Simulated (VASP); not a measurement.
# CdTe (F-43m) in VASP: further runs

The runs below take CdTe through single point, with PBEsol.

Everything below comes from runs of VASP 6.6.1. Logs are shortened: lines on timing, memory, paths and dates and some standing lists are left out, and cuts for length are marked.

### 1 The cell of the first run

The structure is cubic, space group F-43m (No. 216). The conventional cell has a = 6.039 Å, b = 6.039 Å, c = 6.039 Å, α = 90.00°, β = 90.00°, γ = 90.00°. Cd (site symmetry -43m) has 4 Te at 2.62 Å within 3.4 Å. Within 3.4 Å of Te (site symmetry -43m) lie 4 Cd at 2.62 Å.

### 2 Single point, PBEsol

Input file INCAR:

```
SYSTEM = CdTe
ALGO = Normal ; EDIFF = 1E-6
ENCUT = 520 ; GGA = PS
ISIF = 2 ; ISMEAR = 0
LASPH = .True. ; LCHARG = .False.
LREAL = .False. ; LWAVE = .False.
NBANDS = 16 ; NELM = 100
PREC = Accurate ; SIGMA = 0.01
```

Input file KPOINTS:

```
k-points
0
Gamma
  6 6 6
  0 0 0
```

Input file POSCAR:

```
CdTe
1.0
    3.0197278314      3.0197278314      0.0000000000
   -3.0197278314      3.0197278314      0.0000000000
    0.0000000000      3.0197278314      3.0197278314
Cd Te
1 1
Direct
    0.0000000000      0.0000000000      0.0000000000
    0.7500000000      0.2500000000      0.5000000000
```

Potentials or basis: VASP PAW PBE potentials, release 64 (Cd, Te).

The run is started by

```sh
$ cat potpaw_PBE.64/Cd/POTCAR potpaw_PBE.64/Te/POTCAR > POTCAR
$ mpirun -np 1 vasp_std > vasp.out
```

OUTCAR:

```text
SYSTEM = CdTe
   EDIFF = 1E-6
   ENCUT = 520
   GGA = PS
   ISIF = 2
   ISMEAR = 0
   LASPH = .True.
   LREAL = .False.
   NELM = 100
   PREC = Accurate

 ion  position               nearest neighbor table
   1  0.000  0.000  0.000-   2 2.62   2 2.62   2 2.62   2 2.62
   2  0.750  0.250  0.500-   1 2.62   1 2.62   1 2.62   1 2.62

  LATTYP: Found a face centered cubic cell.
 ALAT       =     6.0394556628

  Lattice vectors:

 A1 = (   0.0000000000,   3.0197278314,   3.0197278314)
 A2 = (   3.0197278314,   0.0000000000,   3.0197278314)
 A3 = (   3.0197278314,   3.0197278314,   0.0000000000)

Analysis of symmetry for initial positions (statically):
=====================================================================
 Subroutine PRICEL returns:
 Original cell was already a primitive cell.

 Routine SETGRP: Setting up the symmetry group for a
 face centered cubic supercell.

 Subroutine GETGRP returns: Found 24 space group operations
 (whereof 24 operations were pure point group operations)
 out of a pool of 48 trial point group operations.

The static configuration has the point symmetry T_d .

Analysis of symmetry for dynamics (positions and initial velocities):
=====================================================================
 Subroutine PRICEL returns:
 Original cell was already a primitive cell.

 Routine SETGRP: Setting up the symmetry group for a
 face centered cubic supercell.

 Subroutine GETGRP returns: Found 24 space group operations
 (whereof 24 operations were pure point group operations)
 out of a pool of 48 trial point group operations.

The dynamic configuration has the point symmetry T_d .

 Subroutine INISYM returns: Found 24 space group operations
 (whereof 24 operations are pure point group operations),
 and found     1 'primitive' translations

----------------------------------------------------------------------------------------

                                     Primitive cell

  volume of cell :      55.0723

  direct lattice vectors                    reciprocal lattice vectors
     3.019727831  3.019727831  0.000000000     0.165577836  0.165577836 -0.165577836
    -3.019727831  3.019727831  0.000000000    -0.165577836  0.165577836 -0.165577836
     0.000000000  3.019727831  3.019727831     0.000000000  0.000000000  0.331155672

  length of vectors
     4.270540054  4.270540054  4.270540054     0.286789225  0.286789225  0.331155672

  position of ions in fractional coordinates (direct lattice)
     0.000000000  0.000000000  0.000000000
     0.750000000  0.250000000  0.500000000

  ion indices of the primitive-cell ions
   primitive index   ion index
                 1           1
                 2           2

----------------------------------------------------------------------------------------

 KPOINTS: k-points

Automatic generation of k-mesh.
 Grid dimensions read from file:
 generate k-points for:    6    6    6

 Generating k-lattice:

  Cartesian coordinates                     Fractional coordinates (reciprocal lattice)
     0.027596306  0.027596306 -0.027596306     0.166666667  0.000000000  0.000000000
    -0.027596306  0.027596306 -0.027596306     0.000000000  0.166666667  0.000000000
     0.000000000  0.000000000  0.055192612     0.000000000  0.000000000  0.166666667

  Length of vectors
     0.047798204  0.047798204  0.055192612

  Shift w.r.t. Gamma in fractional coordinates (k-lattice)
     0.000000000  0.000000000  0.000000000

 Subroutine IBZKPT returns following result:
 ===========================================

 Found     16 irreducible k-points:

 Following reciprocal coordinates:
            Coordinates               Weight
  0.000000  0.000000  0.000000      1.000000
  0.166667  0.000000  0.000000      8.000000
  0.333333  0.000000  0.000000      8.000000
  0.500000  0.000000  0.000000      4.000000
  0.166667  0.166667  0.000000     12.000000
  0.333333  0.166667  0.000000     24.000000
[... 8 lines left out ...]
  0.500000  0.333333  0.166667     24.000000
  0.500000  0.500000  0.166667     12.000000
   k-points           NKPTS =     16   k-points in BZ     NKDIM =     16   number of bands    NBANDS=     16
   number of dos      NEDOS =    301   number of ions     NIONS =      2
   total plane-waves  NPLWV =  32768
   dimension x,y,z NGX =    32 NGY =   32 NGZ =   32
   dimension x,y,z NGXF=    64 NGYF=   64 NGZF=   64
   ions per type =               1   1
   NGX,Y,Z   is equivalent  to a cutoff of  12.46, 12.46, 12.46 a.u.
   NGXF,Y,Z  is equivalent  to a cutoff of  24.91, 24.91, 24.91 a.u.
 SYSTEM =  CdTe
   PREC   = accura    normal or accurate (medium, high low for compatibility)
   ISTART =      0    job   : 0-new  1-cont  2-samecut
   ICHARG =      2    charge: 1-file 2-atom 10-const
   ISPIN  =      1    spin polarized calculation?
   LNONCOLLINEAR =      F non collinear calculations
   LSORBIT =      F    spin-orbit coupling
   LASPH  =      T    aspherical Exc in radial PAW
   ENCUT  =  520.0 eV  38.22 Ry    6.18 a.u.   7.94  7.94  7.94*2*pi/ulx,y,z
   NELM   =    100;   NELMIN=  2; NELMDL= -5     # of ELM steps
   EDIFF  = 0.1E-05   stopping-criterion for ELM
   LREAL  =      F    real-space projection
   EDIFFG = 0.1E-04   stopping-criterion for IOM
   NSW    =      0    number of steps for IOM
   IBRION =     -1    ionic relax: 0-MD 1-quasi-New 2-CG
   NFREE  =      0    steps in history (QN), initial steepest desc. (CG)
   ISIF   =      2    stress and relaxation
   ISYM   =      2    0-nonsym 1-usesym 2-fastsym
   POTIM  = 0.5000    time-step for ionic-motion
   TEBEG  =    0.0;   TEEND  =   0.0 temperature during run
   PSTRESS=    0.0 pullay stress
   NELECT =      18.0000    total number of electrons
   NUPDOWN=      -1.0000    fix difference up-down
   EMIN   =  10.00;   EMAX   =-10.00  energy-range for DOS
   EFERMI =   0.00;   METHOD = LEGACY
   ISMEAR =     0;   SIGMA  =   0.01  broadening in eV -4-tet -1-fermi 0-gaus
   EFERMI_NEDOS =   21; number of points for ismear=-14 and -15
   IALGO  =     38    algorithm
   IMIX   =      4    mixing-type and parameters
     AMIX     =   0.40;   BMIX     =  1.00
     AMIX_MAG =   1.60;   BMIX_MAG =  1.00
  volume/ion in A,a.u.               =      27.54       185.82
  Fermi-wavevector in a.u.,A,eV,Ry     =   1.127685  2.131016 17.302173  1.271674
  Thomas-Fermi vector in A             =   2.264372
   LORBIT       =      0    0 simple, 1 ext, 2 COOP (PROOUT), +10 PAW based schemes
   GGA     = PS    functional components
   LHFCALC =     F    Hartree Fock is set to
   AEXX    =    0.0000 exact exchange contribution
   IVDW    =     0    specifies the selected vdW correction
   LEPSILON=     F    determine dielectric tensor
   LRPA    =     F    only Hartree local field effects (RPA)
 non-spin polarized calculation
 Gauss-broadening in eV      SIGMA  =   0.01
  energy-cutoff  :      520.00
  volume of cell :       55.07
 maximum number of plane-waves:      1524
   NGX = 15   NGY = 15   NGZ = 15

 number of electron      17.9999994 magnetization

 Free energy of the ion-electron system (eV)
  ---------------------------------------------------
  ext. energy  EPLUGINS =         0.00000000
  ---------------------------------------------------
  free energy    TOTEN  =        -4.95821743 eV

  energy without entropy =       -4.95821743  energy(sigma->0) =       -4.95821743

 E-fermi :   4.5534     XC(G=0):  -9.7514

 val. band max:        4.4329220501   @ k =   0.0000   0.0000   0.0000
 cond. band min:       5.7425174223   @ k =   0.0000   0.0000   0.0000
 fundamental gap:      1.3095953722
 Fermi energy:         4.5534294281

 k-point     1 :       0.0000    0.0000    0.0000
  band No.  band energies     occupation
      1      -8.2593      2.00000
      2      -4.8425      2.00000
      3      -4.8425      2.00000
      4      -4.8425      2.00000
      5      -4.3852      2.00000
      6      -4.3852      2.00000
[... 8 lines left out ...]
     15      14.1301      0.00000
     16      14.1301      0.00000

 k-point     2 :       0.1667    0.0000    0.0000
  band No.  band energies     occupation
      1      -8.1011      2.00000
      2      -4.8095      2.00000
      3      -4.8095      2.00000
      4      -4.7477      2.00000
      5      -4.3887      2.00000
      6      -4.3887      2.00000
[... 8 lines left out ...]
     15      12.8745      0.00000
     16      12.8745      0.00000

 k-point     3 :       0.3333    0.0000    0.0000
  band No.  band energies     occupation
      1      -7.7793      2.00000
      2      -4.7535      2.00000
      3      -4.7535      2.00000
      4      -4.3823      2.00000
      5      -4.3823      2.00000
      6      -4.3414      2.00000
[... 8 lines left out ...]
     15      13.4524      0.00000
     16      13.4524      0.00000

 k-point     4 :       0.5000    0.0000    0.0000
  band No.  band energies     occupation
      1      -7.6214      2.00000
      2      -4.7327      2.00000
      3      -4.7327      2.00000
      4      -4.3700      2.00000
      5      -4.3700      2.00000
      6      -3.8355      2.00000
[... 8 lines left out ...]
     15      15.1420      0.00000
     16      15.1420      0.00000
[... 172 lines left out ...]
 k-point    14 :       0.3333    0.3333    0.1667
  band No.  band energies     occupation
      1      -7.5764      2.00000
      2      -4.6757      2.00000
      3      -4.6689      2.00000
      4      -4.4833      2.00000
      5      -4.3670      2.00000
      6      -3.9653      2.00000
[... 8 lines left out ...]
     15      15.2970      0.00000
     16      16.3524      0.00000

 k-point    15 :       0.5000    0.3333    0.1667
  band No.  band energies     occupation
      1      -7.4788      2.00000
      2      -4.6704      2.00000
      3      -4.6369      2.00000
      4      -4.4365      2.00000
      5      -4.3886      2.00000
      6      -3.5724      2.00000
[... 8 lines left out ...]
     15      15.4196      0.00000
     16      16.3228      0.00000

 k-point    16 :       0.5000    0.5000    0.1667
  band No.  band energies     occupation
      1      -7.4312      2.00000
      2      -4.6409      2.00000
      3      -4.5991      2.00000
      4      -4.4778      2.00000
      5      -4.3698      2.00000
      6      -3.4766      2.00000
[... 8 lines left out ...]
     15      16.3322      0.00000
     16      16.5015      0.00000

------------------------ aborting loop because EDIFF is reached ----------------------------------------

  FORCE on cell =-STRESS in cart. coord.  units (eV):
  Direction    XX          YY          ZZ          XY          YZ          ZX
  --------------------------------------------------------------------------------------
  -------------------------------------------------------------------------------------
  Total        5.2811969      5.2811969      5.2811969      0.0000000      0.0000000     -0.0000000
  in kB      153.6418557    153.6418557    153.6418557      0.0000000      0.0000000     -0.0000000
  external PRESSURE =     153.6418557 kB  Pullay stress =       0.0000000 kB

 VOLUME and BASIS-vectors are now :
 -----------------------------------------------------------------------------
  energy-cutoff  :      520.00
  volume of cell :       55.07
      direct lattice vectors                 reciprocal lattice vectors
     3.019727831  3.019727831  0.000000000     0.165577836  0.165577836 -0.165577836
    -3.019727831  3.019727831  0.000000000    -0.165577836  0.165577836 -0.165577836
     0.000000000  3.019727831  3.019727831     0.000000000  0.000000000  0.331155672

 POSITION                                       TOTAL-FORCE (eV/Angst)
 -----------------------------------------------------------------------------------
      0.00000      0.00000      0.00000        -0.000000      0.000000      0.000000
      1.50986      4.52959      1.50986         0.000000     -0.000000      0.000000
 -----------------------------------------------------------------------------------
    total drift:                                0.000001     -0.000000      0.000000

  FREE ENERGIE OF THE ION-ELECTRON SYSTEM (eV)
  ---------------------------------------------------
  free  energy   TOTEN  =        -4.9582174310 eV

  energy  without entropy=       -4.9582174310  energy(sigma->0) =       -4.95821743
```

Wall time 12 s (1 thread of Intel Xeon Platinum 8259CL at 2.50GHz (Skylake/Cascade Lake), shared host); peak memory 0.18 GiB.

What came out:

```yaml
Free_energy: -4.9582 eV
Pressure: 15.4 GPa
Band_gap_on_the_k_mesh: 1.31 eV, direct
```

Caveat: the PAW data sets were made with another functional, which shifts forces and pressure a little; spin-orbit coupling is left out, which moves the levels of the heavy elements.

### 3 Single point, PBEsol

This run uses another cell than the first one, of 29.03 Å³/atom, 1.054 times its volume.

Input file INCAR:

```
PREC = Accurate
ENCUT = 520
EDIFF = 1E-6
ISMEAR = 0
SIGMA = 0.01
LREAL = F
LASPH = T
NELM = 80
ALGO = Normal
ISIF = 2
LWAVE = F
LCHARG = F
GGA = PS
NBANDS = 16
```

Input file KPOINTS:

```
regular mesh
0
Gamma
  6 6 6
```

Input file POSCAR:

```
CdTe
1.0
    3.0732225755      3.0732225755      0.0000000000
   -3.0732225755      3.0732225755      0.0000000000
    0.0000000000      3.0732225755      3.0732225755
Cd Te
1 1
Direct
    0.0000000000      0.0000000000      0.0000000000
    0.7500000000      0.2500000000      0.5000000000
```

Potentials or basis: VASP PAW PBE potentials, release 64 (Cd, Te).

The run is started by

```sh
$ cat potpaw_PBE.64/Cd/POTCAR potpaw_PBE.64/Te/POTCAR > POTCAR
$ mpirun -np 1 vasp_std > vasp.out
```

It took 12 s on 1 thread of Intel Xeon Platinum 8259CL at 2.50GHz (Skylake/Cascade Lake), shared host; peak memory 0.18 GiB.

Results (log left out):

| Quantity | Value |
| --- | --- |
| Free energy | -5.1948 eV |
| Pressure | 10.3 GPa |
| Band gap on the k mesh | 1.15 eV, direct |

Levels at points of the mesh, in eV from the valence-band top:
| k point | band 6 | band 7 | band 8 | band 9 | band 10 | band 11 | band 12 | band 13 |
| --- | --- | --- | --- | --- | --- | --- | --- | --- |
| (0.00, 0.00, 0.00) | -8.57 | 0.00 | 0.00 | 0.00 | 1.15 | 4.38 | 4.38 | 4.38 |
| (0.50, 0.00, 0.00) | -8.07 | -5.51 | -1.06 | -1.06 | 1.86 | 5.01 | 5.01 | 6.88 |
| (0.50, 0.50, 0.00) | -7.88 | -5.20 | -2.51 | -2.51 | 2.08 | 2.46 | 9.67 | 9.88 |

Caveat: the PAW data sets were made with another functional, which shifts forces and pressure a little; spin-orbit coupling is left out, which moves the levels of the heavy elements.

### 4 Single point, PBEsol

This run uses another cell than the first one, of 30.16 Å³/atom, 1.095 times its volume.

Input file INCAR:

```
SYSTEM = CdTe
ALGO     = Normal         ! electronic algorithm
EDIFF    = 1E-7           ! SCF threshold, eV
ENCUT    = 520            ! plane-wave cutoff, eV
GGA      = PS             ! functional
ISIF     = 2              ! what is computed and relaxed
ISMEAR   = 0              ! smearing method
LASPH    = .TRUE.         ! aspherical terms in the spheres
LCHARG   = .FALSE.        ! write CHGCAR
LREAL    = .FALSE.        ! projectors in reciprocal space
LWAVE    = .FALSE.        ! write WAVECAR
NBANDS   = 16             ! bands
NELM     = 100            ! most SCF steps
PREC     = Accurate       ! precision mode
SIGMA    = 0.01           ! smearing width, eV
```

Input file KPOINTS:

```
k-points
0
G
  6 6 6
  0 0 0
```

Input file POSCAR:

```
CdTe
1.0
    3.1125936684      3.1125936684      0.0000000000
   -3.1125936684      3.1125936684      0.0000000000
    0.0000000000      3.1125936684      3.1125936684
Cd Te
1 1
Direct
    0.0000000000      0.0000000000      0.0000000000
    0.7500000000      0.2500000000      0.5000000000
```

The run is started by

```sh
$ cat potpaw_PBE.64/Cd/POTCAR potpaw_PBE.64/Te/POTCAR > POTCAR
$ mpirun -np 1 vasp_std > vasp.out
```

It took 19 s on 1 thread of Intel Xeon Platinum 8259CL at 2.50GHz (Skylake/Cascade Lake), shared host; peak memory 0.2 GiB.

The run converged. Its results:

| Quantity | Value |
| --- | --- |
| Free energy | -5.3178 eV |
| Pressure | 7.2 GPa |
| Band gap on the k mesh | 1.03 eV, direct |

Levels at points of the mesh, in eV from the valence-band top:
```tsv
k point	band 5	band 6	band 7	band 8	band 9	band 10	band 11	band 12	band 13	band 14
(0.00, 0.00, 0.00)	-8.40	-8.40	0.00	0.00	0.00	1.03	4.43	4.43	4.43	7.43
(0.50, 0.00, 0.00)	-8.39	-7.95	-5.24	-0.99	-0.99	1.83	5.05	5.05	6.91	9.03
(0.50, 0.50, 0.00)	-8.36	-7.77	-4.98	-2.35	-2.35	2.19	2.51	9.43	9.68	9.68
```

Caveat: the PAW data sets were made with another functional, which shifts forces and pressure a little; spin-orbit coupling is left out, which moves the levels of the heavy elements.

### 5 Single point, PBEsol

This run uses another cell than the first one, of 31.55 Å³/atom, 1.146 times its volume.

Input file INCAR:

```
ALGO     = Normal         # electronic algorithm
EDIFF    = 1E-6           # SCF threshold, eV
ENCUT    = 520            # plane-wave cutoff, eV
GGA      = PS             # functional
ISIF     = 2              # what is computed and relaxed
ISMEAR   = 0              # smearing method
LASPH    = True           # aspherical terms in the spheres
LCHARG   = False          # write CHGCAR
LREAL    = False          # projectors in reciprocal space
LWAVE    = False          # write WAVECAR
NBANDS   = 16             # bands
NELM     = 100            # most SCF steps
PREC     = Accurate       # precision mode
SIGMA    = 0.01           # smearing width, eV
```

Input file KPOINTS:

```
k-points
0
Gamma
  6 6 6
```

Input file POSCAR:

```
CdTe
1.0
    3.1598818372      3.1598818372      0.0000000000
   -3.1598818372      3.1598818372      0.0000000000
    0.0000000000      3.1598818372      3.1598818372
Cd Te
1 1
Direct
    0.0000000000      0.0000000000      0.0000000000
    0.7500000000      0.2500000000      0.5000000000
```

The run is started by

```sh
$ cat potpaw_PBE.64/Cd/POTCAR potpaw_PBE.64/Te/POTCAR > POTCAR
$ mpirun -np 1 vasp_std > vasp.out
```

Wall time 18 s (1 thread of Intel Xeon Platinum 8259CL at 2.50GHz (Skylake/Cascade Lake), shared host); peak memory 0.2 GiB.

The run converged. Its results:

```
Free energy            : -5.4167 eV
Pressure               : 4.2 GPa
Band gap on the k mesh : 0.89 eV, direct
```

Levels at points of the mesh, in eV from the valence-band top:
```
           k point  band 7  band 8  band 9  band 10  band 11  band 12
(0.00, 0.00, 0.00)    0.00    0.00    0.00     0.89     4.48     4.48
(0.50, 0.00, 0.00)   -4.94   -0.91   -0.91     1.80     5.09     5.09
(0.50, 0.50, 0.00)   -4.74   -2.16   -2.16     2.31     2.55     9.15
```

Caveat: the PAW data sets were made with another functional, which shifts forces and pressure a little; spin-orbit coupling is left out, which moves the levels of the heavy elements. As with any semilocal functional, this PBEsol gap is likely too small.

(Part 1 of 2 ends here.)
